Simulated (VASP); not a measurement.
# Al2Cu3 (C2/c) in VASP: single point with PBE

Aim: the single point of Al2Cu3 with PBE.

Everything below comes from runs of VASP 6.6.1. Logs are shortened: lines on timing, memory, paths and dates and some standing lists are left out, and cuts for length are marked.

## 1. The cell of the first run

It takes space group C2/c (No. 15, monoclinic). Conventional cell: a = 9.058 Å, b = 4.530 Å, c = 6.799 Å, α = 90.00°, β = 110.40°, γ = 90.00°. Within 3.4 Å of Al (site symmetry 1) lie 9 Cu at 2.57 to 2.68 Å and 3 Al at 2.64 to 2.74 Å. Within 3.4 Å of Cu (site symmetry 1) lie 6 Al at 2.60 to 2.68 Å and 6 Cu at 2.60 to 2.70 Å. Within 3.4 Å of Cu (site symmetry 2) lie 6 Al at 2.57 to 2.67 Å and 6 Cu at 2.65 to 2.70 Å.

## 2. Single point, PBE

INCAR reads:

```
ALGO = Fast ; EDIFF = 1E-6
ENCUT = 520 ; GGA = PE
ISIF = 2 ; ISMEAR = 0
LASPH = T ; LCHARG = F
LREAL = F ; LWAVE = F
NBANDS = 50 ; NELM = 100
PREC = Accurate ; SIGMA = 0.1
```

KPOINTS reads:

```
k-points
0
Gamma
  10 10 6
```

POSCAR reads:

```
Al2Cu3
1.0
    4.5289412000     -2.2648240000      0.0000000000
    4.5289412000      2.2648240000      0.0000000000
   -2.3695492000      0.0000000000      6.3723972000
Al Cu
4 6
Direct
    0.0784880000      0.7206910000      0.0454830000
    0.7206910000      0.0784880000      0.5454830000
    0.2793090000      0.9215120000      0.4545170000
    0.9215120000      0.2793090000      0.9545170000
    0.1276970000      0.4709450000      0.3493510000
    0.4709450000      0.1276970000      0.8493510000
    0.5290550000      0.8723030000      0.1506490000
    0.8723030000      0.5290550000      0.6506490000
    0.6721540000      0.3278460000      0.2500000000
    0.3278460000      0.6721540000      0.7500000000
```

Potentials or basis: VASP PAW PBE potentials, release 64 (Al, Cu).

Command:

```
$ cat potpaw_PBE.64/Al/POTCAR potpaw_PBE.64/Cu/POTCAR > POTCAR
$ mpirun -np 1 vasp_std > vasp.out
```

OUTCAR:

```text
EDIFF = 1E-6
   ENCUT = 520
   GGA = PE
   ISIF = 2
   ISMEAR = 0
   LASPH = T
   LREAL = F
   NELM = 100
   PREC = Accurate

 ion  position               nearest neighbor table
   1  0.078  0.721  0.045-  10 2.57   6 2.60   5 2.62   9 2.62   4 2.64   6 2.65   7 2.65   8 2.66
                             4 2.66   9 2.67   7 2.68   3 2.74
   2  0.721  0.078  0.545-   9 2.57   5 2.60   6 2.62  10 2.62   3 2.64   5 2.65   8 2.65   7 2.66
                             3 2.66  10 2.67   8 2.68   4 2.74
   3  0.279  0.922  0.455-  10 2.57   8 2.60   7 2.62   9 2.62   2 2.64   8 2.65   5 2.65   6 2.66
                             2 2.66   9 2.67   5 2.68   1 2.74
   4  0.922  0.279  0.955-   9 2.57   7 2.60   8 2.62  10 2.62   1 2.64   7 2.65   6 2.65   5 2.66
                             1 2.66  10 2.67   6 2.68   2 2.74
   5  0.128  0.471  0.349-   2 2.60   8 2.60   1 2.62   7 2.63   7 2.63   9 2.65   2 2.65   9 2.65
                             3 2.65   4 2.66   3 2.68  10 2.70
   6  0.471  0.128  0.849-   1 2.60   7 2.60   2 2.62   8 2.63   8 2.63  10 2.65   1 2.65  10 2.65
                             4 2.65   3 2.66   4 2.68   9 2.70
   7  0.529  0.872  0.151-   4 2.60   6 2.60   3 2.62   5 2.63   5 2.63   9 2.65   4 2.65   9 2.65
                             1 2.65   2 2.66   1 2.68  10 2.70
   8  0.872  0.529  0.651-   3 2.60   5 2.60   4 2.62   6 2.63   6 2.63  10 2.65   3 2.65  10 2.65
                             2 2.65   1 2.66   2 2.68   9 2.70
   9  0.672  0.328  0.250-   2 2.57   4 2.57   3 2.62   1 2.62   7 2.65   5 2.65   7 2.65   5 2.65
                             3 2.67   1 2.67   8 2.70   6 2.70
  10  0.328  0.672  0.750-   1 2.57   3 2.57   4 2.62   2 2.62   8 2.65   6 2.65   8 2.65   6 2.65
                             4 2.67   2 2.67   5 2.70   7 2.70

  LATTYP: Found a base centered monoclinic cell.
 ALAT       =     9.0578824000
 B/A-ratio  =     0.5000780315
 C/A-ratio  =     0.7505829120
 COS(beta)  =    -0.3485301714

  Lattice vectors:

 A1 = (   4.5289412000,  -2.2648240000,   0.0000000000)
 A2 = (   4.5289412000,   2.2648240000,   0.0000000000)
 A3 = (  -2.3695492000,   0.0000000000,   6.3723972000)

Analysis of symmetry for initial positions (statically):
=====================================================================
 Subroutine PRICEL returns:
 Original cell was already a primitive cell.

 Routine SETGRP: Setting up the symmetry group for a
 base centered monoclinic supercell.

 Subroutine GETGRP returns: Found  4 space group operations
 (whereof  2 operations were pure point group operations)
 out of a pool of  4 trial point group operations.

The static configuration has the point symmetry S_2 .
[... 143 lines left out ...]
   NUPDOWN=      -1.0000    fix difference up-down
   EMIN   =  10.00;   EMAX   =-10.00  energy-range for DOS
   EFERMI =   0.00;   METHOD = LEGACY
   ISMEAR =     0;   SIGMA  =   0.10  broadening in eV -4-tet -1-fermi 0-gaus
   EFERMI_NEDOS =   21; number of points for ismear=-14 and -15
   IALGO  =     68    algorithm
   IMIX   =      4    mixing-type and parameters
     AMIX     =   0.40;   BMIX     =  1.00
     AMIX_MAG =   1.60;   BMIX_MAG =  1.00
  volume/ion in A,a.u.               =      13.07        88.22
  Fermi-wavevector in a.u.,A,eV,Ry     =   1.378219  2.604457 25.844115  1.899489
  Thomas-Fermi vector in A             =   2.503301
   LORBIT       =      0    0 simple, 1 ext, 2 COOP (PROOUT), +10 PAW based schemes
   GGA     = PE    functional components
   LHFCALC =     F    Hartree Fock is set to
   AEXX    =    0.0000 exact exchange contribution
   IVDW    =     0    specifies the selected vdW correction
   LEPSILON=     F    determine dielectric tensor
   LRPA    =     F    only Hartree local field effects (RPA)
 non-spin polarized calculation
 RMM-DIIS sequential band-by-band and
 Gauss-broadening in eV      SIGMA  =   0.10
  energy-cutoff  :      520.00
  volume of cell :      130.73
 maximum number of plane-waves:      3546
 NGX is ok and might be reduce to    40
   NGX = 19   NGY = 19   NGZ = 25

 number of electron      77.9999994 magnetization

 Free energy of the ion-electron system (eV)
  ---------------------------------------------------
  ext. energy  EPLUGINS =         0.00000000
  ---------------------------------------------------
  free energy    TOTEN  =       -39.33270603 eV

  energy without entropy =      -39.32276079  energy(sigma->0) =      -39.32773341

 E-fermi :   8.4698     XC(G=0): -11.7386

 val. band max:        8.4697578997   @ k =  -0.2000  -0.0000   0.1667
 cond. band min:       8.4708156753   @ k =  -0.2000   0.3000   0.1667
 fundamental gap:      0.0010577756
 Fermi energy:         8.4697777761

 k-point     1 :       0.0000    0.0000    0.0000
  band No.  band energies     occupation
      1      -2.3472      2.00000
      2       0.9361      2.00000
      3       1.3026      2.00000
      4       3.0290      2.00000
      5       3.3739      2.00000
      6       3.7815      2.00000
[... 1261 lines left out ...]
     49      13.4422      0.00000
     50      13.8978      0.00000

 [... further k-points ...]

------------------------ aborting loop because EDIFF is reached ----------------------------------------

  FORCE on cell =-STRESS in cart. coord.  units (eV):
  Direction    XX          YY          ZZ          XY          YZ          ZX
  --------------------------------------------------------------------------------------
  -------------------------------------------------------------------------------------
  Total        0.1823008      0.2094206      0.2415802      0.0000000      0.0000000      0.0069307
  in kB        2.2342671      2.5666464      2.9607920      0.0000000      0.0000000      0.0849417
  external PRESSURE =       2.5872352 kB  Pullay stress =       0.0000000 kB

 VOLUME and BASIS-vectors are now :
 -----------------------------------------------------------------------------
  energy-cutoff  :      520.00
  volume of cell :      130.73
      direct lattice vectors                 reciprocal lattice vectors
     4.528941200 -2.264824000  0.000000000     0.110401080 -0.220767706  0.041052179
     4.528941200  2.264824000  0.000000000     0.110401080  0.220767706  0.041052179
    -2.369549200  0.000000000  6.372397200     0.000000000  0.000000000  0.156926816

 POSITION                                       TOTAL-FORCE (eV/Angst)
 -----------------------------------------------------------------------------------
      3.51166      1.45448      0.28984        -0.001431      0.007484      0.003106
      2.32689     -1.45448      3.47603        -0.001431     -0.007484      0.003106
      4.36145      1.45448      2.89636         0.001431      0.007484     -0.003106
      3.17667     -1.45448      6.08256         0.001431     -0.007484     -0.003106
      1.88341      0.77740      2.22620         0.004071     -0.000212      0.003358
      0.69864     -0.77740      5.41240         0.004071      0.000212      0.003358
      5.98970      0.77740      0.96000        -0.004071     -0.000212     -0.003358
      4.80492     -0.77740      4.14619        -0.004071      0.000212     -0.003358
      3.93655     -0.77980      1.59310         0.000000      0.000996     -0.000000
      2.75178      0.77980      4.77930         0.000000     -0.000996      0.000000
 -----------------------------------------------------------------------------------
    total drift:                               -0.000000     -0.000000      0.000000

  FREE ENERGIE OF THE ION-ELECTRON SYSTEM (eV)
  ---------------------------------------------------
  free  energy   TOTEN  =       -39.3327060283 eV

  energy  without entropy=      -39.3227607850  energy(sigma->0) =      -39.32773341
```

OSZICAR:

```text
N       E                     dE             d eps       ncg     rms          rms(c)
DAV:   1     0.636225037076E+03    0.63623E+03   -0.32107E+04 17200   0.222E+03
DAV:   2     0.264687294116E+02   -0.60976E+03   -0.58966E+03 17200   0.432E+02
DAV:   3    -0.463552384592E+02   -0.72824E+02   -0.65959E+02 18648   0.190E+02
DAV:   4    -0.493595561947E+02   -0.30043E+01   -0.29574E+01 26570   0.492E+01
DAV:   5    -0.494106300031E+02   -0.51074E-01   -0.51015E-01 26778   0.556E+00    0.274E+01
RMM:   6    -0.495003809966E+02   -0.89751E-01   -0.16730E+02 18933   0.144E+02    0.214E+01
RMM:   7    -0.393098637757E+02    0.10191E+02   -0.47318E+01 17619   0.817E+01    0.192E+00
RMM:   8    -0.393229037641E+02   -0.13040E-01   -0.16301E+00 19744   0.153E+01    0.137E+00
RMM:   9    -0.393427413125E+02   -0.19838E-01   -0.53163E-01 22780   0.359E+00    0.953E-01
RMM:  10    -0.393319060113E+02    0.10835E-01   -0.75687E-02 19978   0.240E+00    0.439E-01
RMM:  11    -0.393315313197E+02    0.37469E-03   -0.38205E-02 21304   0.149E+00    0.165E-01
RMM:  12    -0.393326610454E+02   -0.11297E-02   -0.13994E-02 24825   0.664E-01    0.869E-02
RMM:  13    -0.393326574145E+02    0.36309E-05   -0.16693E-03 20725   0.306E-01    0.461E-02
RMM:  14    -0.393327142391E+02   -0.56825E-04   -0.72078E-04 22923   0.191E-01    0.384E-02
RMM:  15    -0.393326981482E+02    0.16091E-04   -0.23314E-04 19814   0.154E-01    0.183E-02
RMM:  16    -0.393327042811E+02   -0.61329E-05   -0.11559E-04 22500   0.839E-02    0.620E-03
RMM:  17    -0.393327062272E+02   -0.19462E-05   -0.22536E-05 20182   0.229E-02    0.424E-03
RMM:  18    -0.393327060283E+02    0.19890E-06   -0.49606E-06 15455   0.241E-02
   1 F= -.39332706E+02 E0= -.39327733E+02  d E =-.994524E-02
```

Wall time 16 min (1 thread of Intel Xeon 6975P-C (Granite Rapids), shared host); peak memory 0.85 GiB.

What came out:

```
Free energy            : -39.3327 eV
Pressure               : 0.3 GPa
Largest force          : 0.008 eV/Å
Band gap on the k mesh : zero (bands 39 and 40 overlap by 2.46 eV)
```

Forces on the atoms (eV/Å):
```
Al  -0.001  0.007  0.003
Al  -0.001 -0.007  0.003
Al   0.001  0.007 -0.003
Al   0.001 -0.007 -0.003
Cu   0.004  0.000  0.003
Cu   0.004  0.000  0.003
Cu  -0.004  0.000 -0.003
Cu  -0.004  0.000 -0.003
Cu   0.000  0.001  0.000
Cu   0.000 -0.001  0.000
```
